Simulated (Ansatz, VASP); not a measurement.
AlFe in VASP and in Ansatz

```xyz
2
Lattice="2.9293 0.0000 0.0000 0.0000 2.9293 0.0000 0.0000 0.0000 2.9293" Properties=species:S:1:pos:R:3 pbc="T T T"
Fe    1.4646    1.4646    1.4646
Al    0.0000    0.0000    0.0000
```

Alike in both runs: task single point; functional LDA; k mesh 9 × 9 × 9; occupations fermi-dirac, width 0.05 eV; collinear spin.

```csv
,VASP,Ansatz
version,VASP 6.6.1,Ansatz 0.2.0
potentials or method,"VASP PAW LDA potentials, release 64 (Fe, Al)",Ansatz PAW
plane-wave cutoff (eV),520,420
valence electrons in the cell,11,19
```

Ansatz gave:

```
gap on the k mesh at the Fermi level (eV)                     : none
pressure (GPa)                                                : -18.9
net moment per atom (μB)                                      : 0.32
size of the moment on the site where the two differ most (μB) : 0.67
```

Q: Estimate VASP's values.

A: gap on the k mesh at the Fermi level (eV): none; pressure (GPa): -18.7; net moment per atom (μB): 0.30; size of the moment on the site where the two differ most (μB): 0.64.

LDA's correlation is that of Perdew and Zunger in VASP and of Perdew and Wang (1992) in Ansatz. Site moments also hang on the region over which each program counts them. A gap of «none» marks a metal or a gap that the smearing closes. VASP's potentials hold 11 valence electrons a cell and Ansatz's 19, so a difference there can come from the potentials and not from the codes.
